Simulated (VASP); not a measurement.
Runs of VASP 6.6.1 on KI. The structure is that of space group Pm-3m (No. 221), or close to it. The cells are those of the table. 

```csv
level,cell,gap on the mesh (eV),pressure (GPa)
r2SCAN,"a = 4.291 Å, 2 atoms",4.04,0.0
r2SCAN,"a = 4.248 Å, 2 atoms",(c),0.5
PBE,"a = 4.340 Å, 2 atoms",3.25,0.0
r2SCAN,"a = 4.203 Å, 2 atoms",(b),1.1
PBE,"a = 4.251 Å, 2 atoms",(a),0.9
PBE,"a = 4.296 Å, 2 atoms",3.32,0.5
r2SCAN,"a = 4.334 Å, 2 atoms",3.96,-0.4
```

Alike in all rows: task single point; potentials or basis VASP PAW PBE potentials, release 64 (K_sv, I); no spin polarisation; k mesh 6 × 6 × 6; cutoff (eV) 520; smearing gaussian 0.01 eV.

**Question.** Estimate the missing entries.

**Answer.** (a) 3.40; (b) 4.23; (c) 4.13.

Caveats: spin-orbit coupling is left out, which moves the levels of the heavy elements; the PAW data sets were made with another functional, which shifts forces and pressure a little (some runs).

A k mesh can miss the band edges, and the runs leave out spin-orbit coupling on I.
